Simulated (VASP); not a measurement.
# SnSe2 (P-3m1) in VASP: settings compared, part 2 of 2

VASP 6.6.1.

**4. Single point, r2SCAN, non-collinear spin, zero start, spin-orbit coupling**

This run uses another cell than the first one, of 27.78 Å³/atom, 1.080 times its volume.

POSCAR

```
SnSe2
1.0
    3.8404613600      0.0000000000      0.0000000000
   -1.9202306800      3.3259371000      0.0000000000
    0.0000000000      0.0000000000      6.5244591600
Sn Se
1 2
Direct
    0.0000000000      0.0000000000      0.0000000000
    0.3333333300      0.6666666700      0.2412315300
    0.6666666700      0.3333333300      0.7587684700
```

INCAR.step1

```
SYSTEM = SnSe2
ALGO     = Normal         ! electronic algorithm
EDIFF    = 1E-4           ! SCF threshold, eV
ENCUT    = 520            ! plane-wave cutoff, eV
GGA      = PE             ! functional
GGA_COMPAT= .FALSE.      
ISMEAR   = -1             ! smearing method
LASPH    = .TRUE.         ! aspherical terms in the spheres
LCHARG   = .FALSE.        ! write CHGCAR
LNONCOLLINEAR= .TRUE.         ! non-collinear magnetism
LREAL    = .FALSE.        ! projectors in reciprocal space
LSORBIT  = .TRUE.         ! spin-orbit coupling
LWAVE    = .TRUE.         ! write WAVECAR
MAGMOM   = 0 0 0 0 0 0 0 0 0 ! initial moments
NBANDS   = 39             ! bands
NELM     = 150            ! most SCF steps
PREC     = Accurate       ! precision mode
SIGMA    = 0.02           ! smearing width, eV
```

INCAR.step2

```
SYSTEM = SnSe2
ALGO     = Normal         ! electronic algorithm
EDIFF    = 1E-6           ! SCF threshold, eV
ENCUT    = 520            ! plane-wave cutoff, eV
GGA_COMPAT= .FALSE.      
ISIF     = 2              ! what is computed and relaxed
ISMEAR   = -1             ! smearing method
ISTART   = 1            
LASPH    = .TRUE.         ! aspherical terms in the spheres
LCHARG   = .FALSE.        ! write CHGCAR
LMIXTAU  = .TRUE.       
LNONCOLLINEAR= .TRUE.         ! non-collinear magnetism
LORBIT   = 11             ! projections on sites
LORBMOM  = .TRUE.       
LREAL    = .FALSE.        ! projectors in reciprocal space
LSORBIT  = .TRUE.         ! spin-orbit coupling
LWAVE    = .FALSE.        ! write WAVECAR
MAGMOM   = 0 0 0 0 0 0 0 0 0 ! initial moments
METAGGA  = R2SCAN         ! meta-GGA
NBANDS   = 39             ! bands
NELM     = 150            ! most SCF steps
PREC     = Accurate       ! precision mode
SIGMA    = 0.02           ! smearing width, eV
```

KPOINTS

```
k-points
0
G
  6 6 4
  0 0 0
```

Potentials or basis: VASP PAW PBE potentials, release 64 (Sn_d, Se).

Run with:

```console
cat potpaw_PBE.64/Sn_d/POTCAR potpaw_PBE.64/Se/POTCAR > POTCAR
cp INCAR.step1 INCAR
mpirun -np 1 vasp_ncl > vasp.out
cp INCAR.step2 INCAR
mpirun -np 1 vasp_ncl > vasp.out
```

OUTCAR:

```text
SYSTEM = SnSe2
   EDIFF = 1E-6
   ENCUT = 520
   ISIF = 2
   ISMEAR = -1
   ISTART = 1
   LASPH = .TRUE.
   LNONCOLLINEAR = .TRUE.
   LORBIT = 11
   LREAL = .FALSE.
   LSORBIT = .TRUE.
   METAGGA = R2SCAN
   NELM = 150
   PREC = Accurate

 ion  position               nearest neighbor table
   1  0.000  0.000  0.000-   2 2.72   3 2.72   2 2.72   3 2.72   3 2.72   2 2.72
   2  0.333  0.667  0.241-   1 2.72   1 2.72   1 2.72
   3  0.667  0.333  0.759-   1 2.72   1 2.72   1 2.72

  LATTYP: Found a hexagonal cell.
 ALAT       =     3.8404613600
 C/A-ratio  =     1.6988737936

  Lattice vectors:

 A1 = (   3.8404613600,   0.0000000000,   0.0000000000)
 A2 = (  -1.9202306800,   3.3259371000,   0.0000000000)
 A3 = (   0.0000000000,   0.0000000000,   6.5244591600)

Analysis of symmetry for initial positions (statically):
=====================================================================
 Subroutine PRICEL returns:
 Original cell was already a primitive cell.

 Routine SETGRP: Setting up the symmetry group for a
 hexagonal supercell.
[... 1250 lines left out ...]
     0.0000000    -0.0035218     0.0000000    -0.0035218     0.0000000
    -0.0011623    -0.0011615    -0.0035218     0.0000000    -0.0011623
    -0.0046845    -0.0011623     0.0000000    -0.0011623     0.0000000
 l=   3
     0.0000000     0.0000000     0.0000000     0.0000000     0.0000000     0.0000000     0.0000000
     0.0000000     0.0000000     0.0000000     0.0000000     0.0000000     0.0000000     0.0000000
     0.0000000     0.0000000     0.0000000     0.0000000     0.0000000     0.0000000     0.0000000
     0.0000000     0.0000000     0.0000000     0.0000000     0.0000000     0.0000000     0.0000000
[... 29 lines left out ...]
 l=   2
     0.0000000    -0.0000001     0.0000000    -0.0000001    -0.0000026
    -0.0000001     0.0000000     0.0000020     0.0000041    -0.0000001
     0.0000000     0.0000020     0.0000000     0.0000020     0.0000000
    -0.0000001     0.0000041     0.0000020     0.0000000    -0.0000001
    -0.0000026    -0.0000001     0.0000000    -0.0000001     0.0000000
 l=   3
     0.0000000     0.0000000     0.0000000     0.0000000     0.0000000     0.0000000     0.0000000
     0.0000000     0.0000000     0.0000000     0.0000000     0.0000000     0.0000000     0.0000000
     0.0000000     0.0000000     0.0000000     0.0000000     0.0000000     0.0000000     0.0000000
     0.0000000     0.0000000     0.0000000     0.0000000     0.0000000     0.0000000     0.0000000
     0.0000000     0.0000000     0.0000000     0.0000000     0.0000000     0.0000000     0.0000000
     0.0000000     0.0000000     0.0000000     0.0000000     0.0000000     0.0000000     0.0000000
     0.0000000     0.0000000     0.0000000     0.0000000     0.0000000     0.0000000     0.0000000

 total charge

# of ion       s       p       d       tot
------------------------------------------
    1        1.018   1.042  10.102  12.161
    2        1.479   2.358   0.026   3.864
    3        1.479   2.358   0.026   3.864
--------------------------------------------------
tot          3.976   5.757  10.155  19.888

 magnetization (x)

# of ion       s       p       d       tot
------------------------------------------
    1       -0.000   0.000   0.000  -0.000
    2       -0.000  -0.000  -0.000  -0.000
    3       -0.000  -0.000   0.000  -0.000
--------------------------------------------------
tot         -0.000  -0.000  -0.000  -0.000

 magnetization (y)

# of ion       s       p       d       tot
------------------------------------------
    1        0.000   0.000   0.000   0.000
    2        0.000   0.000   0.000   0.000
    3        0.000   0.000   0.000   0.000
--------------------------------------------------
tot          0.000   0.000   0.000   0.000

 magnetization (z)

# of ion       s       p       d       tot
------------------------------------------
    1        0.000   0.000   0.000   0.000
    2        0.000   0.000   0.000   0.000
    3        0.000   0.000   0.000   0.000
--------------------------------------------------
tot          0.000   0.000   0.000   0.000
```

OSZICAR.step1:

```text
N       E                     dE             d eps       ncg     rms          rms(c)
DAV:   1     0.252457520992E+03    0.25246E+03   -0.11380E+04  1996   0.151E+03
DAV:   2     0.273710901541E+02   -0.22509E+03   -0.21290E+03  1941   0.452E+02
DAV:   3    -0.101854127308E+02   -0.37557E+02   -0.36486E+02  2235   0.151E+02
DAV:   4    -0.121516769307E+02   -0.19663E+01   -0.19549E+01  2253   0.382E+01
DAV:   5    -0.122013872640E+02   -0.49710E-01   -0.49699E-01  2634   0.631E+00    0.494E+00
DAV:   6    -0.119487522449E+02    0.25264E+00   -0.31631E-01  2712   0.757E+00    0.317E+00
DAV:   7    -0.119321616243E+02    0.16591E-01   -0.15253E-01  2261   0.248E+00    0.121E+00
DAV:   8    -0.119321277077E+02    0.33917E-04   -0.80419E-03  2479   0.871E-01    0.604E-01
DAV:   9    -0.119325470176E+02   -0.41931E-03   -0.13887E-03  2280   0.324E-01    0.158E-01
DAV:  10    -0.119327623452E+02   -0.21533E-03   -0.28485E-04  2192   0.190E-01    0.516E-02
DAV:  11    -0.119327912641E+02   -0.28919E-04   -0.79148E-05  1652   0.658E-02
   1 F= -.11932791E+02 E0= -.11932791E+02  d E =-.836972E-09  mag=     0.0000     0.0000    -0.0000
```

It took 9.1 min on 1 thread of Intel Xeon 6975P-C (Granite Rapids), shared host; peak memory 0.5 GiB.

Results:

| Property | Result |
| --- | --- |
| Free energy | -54.7153 eV |
| Pressure | 0.1 GPa |
| Largest force | 0.011 eV/Å |
| Net moment | 0.00 μB per cell |
| Valence electrons inside the program's atomic spheres | Sn 12.16; Se 3.86 |

Forces in eV/Å, atoms in the order of the input:
```
Sn   0.000  0.000  0.000
Se   0.000  0.000  0.011
Se   0.000  0.000 -0.011
```

Moments on the atoms (μB; x, y, z):
```
Sn  0.00 0.00 0.00
Se  0.00 0.00 0.00
Se  0.00 0.00 0.00
```

Caveat: the PAW data sets were made with another functional, which shifts forces and pressure a little.

**5. The runs side by side**

| task | level | potentials or basis | spin | cell | k mesh | cutoff (eV) | gap on the mesh (eV) | pressure (GPa) | relaxed volume (Å³/atom) |
| --- | --- | --- | --- | --- | --- | --- | --- | --- | --- |
| relaxation of cell and atoms | PBEsol | VASP PAW PBE potentials, release 64 (Sn_d, Se) | off | relaxed from a = 3.811, b = 3.811, c = 6.136 Å, angles 90.0, 90.0, 120.0°, 3 atoms | 12 × 12 × 4 | 600 | 0.59 | 0.0 | 25.90 |
| relaxation of cell and atoms | LDA | VASP PAW LDA potentials, release 64 (Sn_d, Se) | off | relaxed from a = 3.811, b = 3.811, c = 6.136 Å, angles 90.0, 90.0, 120.0°, 3 atoms | 12 × 12 × 4 | 600 | 0.32 | 0.0 | 24.59 |
| single point | r2SCAN | VASP PAW PBE potentials, release 64 (Sn_d, Se) | non-collinear, zero start, SOC | a = 3.840, b = 3.840, c = 6.524 Å, angles 90.0, 90.0, 120.0°, 3 atoms | 6 × 6 × 4 | 520 | - | 0.1 | - |

Alike in all rows: smearing fermi-dirac 0.02 eV.

Caveats: the PAW data sets were made with another functional, which shifts forces and pressure a little (some runs); spin-orbit coupling is left out, which moves the levels of the heavy elements (some runs); this functional lacks dispersion, which binds the layers, so the pressure and a relaxed spacing across them are unreliable (some runs).

Absolute energies hang on the potentials; compare differences alone.
